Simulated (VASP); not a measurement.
# Ni (Fm-3m) in VASP: a series of runs, part 2 of 2

VASP 6.6.1.

### Step 6. Single point, revPBE (volume scaled by 1.12)

Contents of INCAR:

```
PREC     = Accurate       # precision mode
ENCUT    = 520            # plane-wave cutoff, eV
EDIFF    = 1E-6           # SCF threshold, eV
ISMEAR   = -1             # smearing method
SIGMA    = 0.1            # smearing width, eV
LREAL    = F              # projectors in reciprocal space
LASPH    = T              # aspherical terms in the spheres
NELM     = 80             # most SCF steps
ALGO     = Normal         # electronic algorithm
ISIF     = 2              # what is computed and relaxed
LWAVE    = F              # write WAVECAR
LCHARG   = T              # write CHGCAR
GGA      = RE             # functional
LELF     = T              # ELF
LVHAR    = T            
NBANDS   = 11             # bands
```

Contents of KPOINTS:

```
regular mesh
0
Gamma
  25 25 25
```

Contents of POSCAR:

```
Ni
1.0
    0.0000000000      1.8373302588      1.8373302588
    1.8373302588      0.0000000000      1.8373302588
    1.8373302588      1.8373302588      0.0000000000
Ni
1
Direct
    0.0000000000      0.0000000000      0.0000000000
```

Potentials or basis: VASP PAW PBE potentials, release 64 (Ni).

On the command line:

```console
> cat potpaw_PBE.64/Ni/POTCAR > POTCAR
> mpirun -np 1 vasp_std > vasp.out
```

OUTCAR:

```text
PREC = Accurate
   ENCUT = 520
   EDIFF = 1E-6
   ISMEAR = -1
   LREAL = F
   LASPH = T
   NELM = 80
   ISIF = 2
   GGA = RE

 ion  position               nearest neighbor table
   1  0.000  0.000  0.000-

  LATTYP: Found a face centered cubic cell.
 ALAT       =     3.6746605176

  Lattice vectors:

 A1 = (   0.0000000000,   1.8373302588,   1.8373302588)
 A2 = (   1.8373302588,   0.0000000000,   1.8373302588)
 A3 = (   1.8373302588,   1.8373302588,   0.0000000000)

Analysis of symmetry for initial positions (statically):
=====================================================================
 Subroutine PRICEL returns:
 Original cell was already a primitive cell.

 Routine SETGRP: Setting up the symmetry group for a
 face centered cubic supercell.

 Subroutine GETGRP returns: Found 48 space group operations
 (whereof 48 operations were pure point group operations)
 out of a pool of 48 trial point group operations.

The static configuration has the point symmetry O_h .

Analysis of symmetry for dynamics (positions and initial velocities):
=====================================================================
 Subroutine PRICEL returns:
 Original cell was already a primitive cell.

 Routine SETGRP: Setting up the symmetry group for a
 face centered cubic supercell.

 Subroutine GETGRP returns: Found 48 space group operations
 (whereof 48 operations were pure point group operations)
 out of a pool of 48 trial point group operations.

The dynamic configuration has the point symmetry O_h .

 Subroutine INISYM returns: Found 48 space group operations
 (whereof 48 operations are pure point group operations),
 and found     1 'primitive' translations

----------------------------------------------------------------------------------------

                                     Primitive cell

  volume of cell :      12.4049

  direct lattice vectors                    reciprocal lattice vectors
     0.000000000  1.837330259  1.837330259    -0.272133982  0.272133982  0.272133982
     1.837330259  0.000000000  1.837330259     0.272133982 -0.272133982  0.272133982
     1.837330259  1.837330259  0.000000000     0.272133982  0.272133982 -0.272133982

  length of vectors
     2.598377371  2.598377371  2.598377371     0.471349884  0.471349884  0.471349884

  position of ions in fractional coordinates (direct lattice)
     0.000000000  0.000000000  0.000000000

  ion indices of the primitive-cell ions
   primitive index   ion index
                 1           1

----------------------------------------------------------------------------------------

 KPOINTS: regular mesh

Automatic generation of k-mesh.
 Grid dimensions read from file:
 generate k-points for:   25   25   25

 Generating k-lattice:

  Cartesian coordinates                     Fractional coordinates (reciprocal lattice)
    -0.010885359  0.010885359  0.010885359     0.040000000  0.000000000  0.000000000
     0.010885359 -0.010885359  0.010885359     0.000000000  0.040000000  0.000000000
     0.010885359  0.010885359 -0.010885359     0.000000000  0.000000000  0.040000000

  Length of vectors
     0.018853995  0.018853995  0.018853995

  Shift w.r.t. Gamma in fractional coordinates (k-lattice)
     0.000000000  0.000000000  0.000000000

 Subroutine IBZKPT returns following result:
 ===========================================

 Found    455 irreducible k-points:

 Following reciprocal coordinates:
            Coordinates               Weight
  0.000000  0.000000  0.000000      1.000000
  0.040000  0.000000  0.000000      8.000000
  0.080000  0.000000  0.000000      8.000000
  0.120000  0.000000  0.000000      8.000000
  0.160000  0.000000  0.000000      8.000000
  0.200000  0.000000  0.000000      8.000000
[... 16 lines left out ...]
  0.400000  0.040000  0.000000     24.000000
  0.440000  0.040000  0.000000     24.000000
 [... further k-points ...]
   k-points           NKPTS =    455   k-points in BZ     NKDIM =    455   number of bands    NBANDS=     11
   number of dos      NEDOS =    301   number of ions     NIONS =      1
   total plane-waves  NPLWV =   8000
   dimension x,y,z NGX =    20 NGY =   20 NGZ =   20
   dimension x,y,z NGXF=    40 NGYF=   40 NGZF=   40
   ions per type =               1
   NGX,Y,Z   is equivalent  to a cutoff of  12.80, 12.80, 12.80 a.u.
   NGXF,Y,Z  is equivalent  to a cutoff of  25.59, 25.59, 25.59 a.u.
 SYSTEM =  unknown system
   PREC   = accura    normal or accurate (medium, high low for compatibility)
   ISTART =      0    job   : 0-new  1-cont  2-samecut
   ICHARG =      2    charge: 1-file 2-atom 10-const
   ISPIN  =      1    spin polarized calculation?
   LNONCOLLINEAR =      F non collinear calculations
   LSORBIT =      F    spin-orbit coupling
   LASPH  =      T    aspherical Exc in radial PAW
   ENCUT  =  520.0 eV  38.22 Ry    6.18 a.u.   4.83  4.83  4.83*2*pi/ulx,y,z
   NELM   =     80;   NELMIN=  2; NELMDL= -5     # of ELM steps
   EDIFF  = 0.1E-05   stopping-criterion for ELM
   LREAL  =      F    real-space projection
   EDIFFG = 0.1E-04   stopping-criterion for IOM
   NSW    =      0    number of steps for IOM
   IBRION =     -1    ionic relax: 0-MD 1-quasi-New 2-CG
   NFREE  =      0    steps in history (QN), initial steepest desc. (CG)
   ISIF   =      2    stress and relaxation
   ISYM   =      2    0-nonsym 1-usesym 2-fastsym
   POTIM  = 0.5000    time-step for ionic-motion
   TEBEG  =    0.0;   TEEND  =   0.0 temperature during run
   PSTRESS=    0.0 pullay stress
   NELECT =      10.0000    total number of electrons
   NUPDOWN=      -1.0000    fix difference up-down
   EMIN   =  10.00;   EMAX   =-10.00  energy-range for DOS
   EFERMI =   0.00;   METHOD = LEGACY
   ISMEAR =    -1;   SIGMA  =   0.10  broadening in eV -4-tet -1-fermi 0-gaus
   EFERMI_NEDOS =   21; number of points for ismear=-14 and -15
   IALGO  =     38    algorithm
   IMIX   =      4    mixing-type and parameters
     AMIX     =   0.40;   BMIX     =  1.00
     AMIX_MAG =   1.60;   BMIX_MAG =  1.00
  volume/ion in A,a.u.               =      12.40        83.71
  Fermi-wavevector in a.u.,A,eV,Ry     =   1.523623  2.879231 31.584945  2.321428
  Thomas-Fermi vector in A             =   2.632041
   LORBIT       =      0    0 simple, 1 ext, 2 COOP (PROOUT), +10 PAW based schemes
   GGA     = RE    functional components
   LHFCALC =     F    Hartree Fock is set to
   AEXX    =    0.0000 exact exchange contribution
   IVDW    =     0    specifies the selected vdW correction
   LEPSILON=     F    determine dielectric tensor
   LRPA    =     F    only Hartree local field effects (RPA)
 non-spin polarized calculation
  energy-cutoff  :      520.00
  volume of cell :       12.40
 maximum number of plane-waves:       343
   NGX =  9   NGY =  9   NGZ =  9

 number of electron      10.0000008 magnetization

 Free energy of the ion-electron system (eV)
  ---------------------------------------------------
  ext. energy  EPLUGINS =         0.00000000
  ---------------------------------------------------
  free energy    TOTEN  =        -4.98259639 eV

  energy without entropy =       -4.88552993  energy(sigma->0) =       -4.93406316

 E-fermi :   7.5816     XC(G=0): -12.4038

 val. band max:        7.5796800510   @ k =   0.4800   0.2400   0.0000
 cond. band min:       7.5818138428   @ k =  -0.3200   0.4000   0.2000
 fundamental gap:      0.0021337918
 Fermi energy:         7.5815825693

 k-point     1 :       0.0000    0.0000    0.0000
  band No.  band energies     occupation
      1      -0.3957      2.00000
      2       6.0358      2.00000
      3       6.0358      2.00000
      4       6.0358      2.00000
      5       6.9281      1.99710
      6       6.9281      1.99710
      7      30.2188      0.00000
      8      33.2307      0.00000
      9      33.2307      0.00000
     10      33.2307      0.00000
     11      35.8853      0.00000
[... 309 lines left out ...]
 k-point    24 :       0.4400    0.0400    0.0000
  band No.  band energies     occupation
      1       3.7278      2.00000
      2       6.0003      2.00000
      3       6.0493      2.00000
      4       6.7584      1.99947
      5       7.5016      1.37994
      6       7.6877      0.51407
      7      13.9895      0.00000
      8      28.6298      0.00000
      9      29.4820      0.00000
     10      30.3229      0.00000
     11      33.7626      0.00000

 [... further k-points ...]

------------------------ aborting loop because EDIFF is reached ----------------------------------------

  FORCE on cell =-STRESS in cart. coord.  units (eV):
  Direction    XX          YY          ZZ          XY          YZ          ZX
  --------------------------------------------------------------------------------------
  -------------------------------------------------------------------------------------
  Total       -1.2011494     -1.2011494     -1.2011494      0.0000000     -0.0000000      0.0000000
  in kB     -155.1371932   -155.1371932   -155.1371932      0.0000000     -0.0000000      0.0000000
  external PRESSURE =    -155.1371932 kB  Pullay stress =       0.0000000 kB

 VOLUME and BASIS-vectors are now :
 -----------------------------------------------------------------------------
  energy-cutoff  :      520.00
  volume of cell :       12.40
      direct lattice vectors                 reciprocal lattice vectors
     0.000000000  1.837330259  1.837330259    -0.272133982  0.272133982  0.272133982
     1.837330259  0.000000000  1.837330259     0.272133982 -0.272133982  0.272133982
     1.837330259  1.837330259  0.000000000     0.272133982  0.272133982 -0.272133982

 POSITION                                       TOTAL-FORCE (eV/Angst)
 -----------------------------------------------------------------------------------
      0.00000      0.00000      0.00000         0.000000      0.000000     -0.000000
 -----------------------------------------------------------------------------------
    total drift:                                0.000000      0.000000      0.000000

  FREE ENERGIE OF THE ION-ELECTRON SYSTEM (eV)
  ---------------------------------------------------
  free  energy   TOTEN  =        -4.9825963869 eV

  energy  without entropy=       -4.8855299287  energy(sigma->0) =       -4.93406316
```

It took 36 s on 1 thread of Intel Xeon Platinum 8375C at 2.90GHz (Ice Lake), shared host; peak memory 0.17 GiB.

Results:

| Property | Result |
| --- | --- |
| Free energy | -4.9826 eV |
| Pressure | -15.5 GPa |
| Band gap on the k mesh | zero (band 5 reaches 7.68 eV, above the bottom of band 6 at 6.90 eV) |

Levels at points of the mesh, in eV from the Fermi level:
| k point | band 2 | band 3 | band 4 | band 5 | band 6 | band 7 | band 8 | band 9 |
| --- | --- | --- | --- | --- | --- | --- | --- | --- |
| (0.00, 0.00, 0.00) | -1.55 | -1.55 | -1.55 | -0.65 | -0.65 | 22.64 | 25.65 | 25.65 |

Caveat: the PAW data sets were made with another functional, which shifts forces and pressure a little; the run has no spin polarisation, though such a crystal can be magnetic. Spin polarisation is off, so any magnetic state and its effect on volume and gap are missing.

### Step 7. Summary

```tsv
spin	cell	k mesh	smearing	gap on the mesh (eV)	pressure (GPa)
off	a = 2.502 Å, angles 60.0°, 1 atom	25 × 25 × 25	fermi-dirac 0.1 eV	none	0.3
collinear, ferromagnetic start	a = 2.506 Å, angles 60.0°, 1 atom	15 × 15 × 15	fermi-dirac 0.05 eV	none	0.1
off	a = 2.535 Å, angles 60.0°, 1 atom	25 × 25 × 25	fermi-dirac 0.1 eV	none	-6.3
off	a = 2.567 Å, angles 60.0°, 1 atom	25 × 25 × 25	fermi-dirac 0.1 eV	none	-11.5
off	a = 2.598 Å, angles 60.0°, 1 atom	25 × 25 × 25	fermi-dirac 0.1 eV	none	-15.5
```

Alike in all rows: task single point; level revPBE; potentials or basis VASP PAW PBE potentials, release 64 (Ni); cutoff (eV) 520.

Caveats: the PAW data sets were made with another functional, which shifts forces and pressure a little.

Total energies depend on the potentials used, so only differences within one code and one set of settings carry meaning.
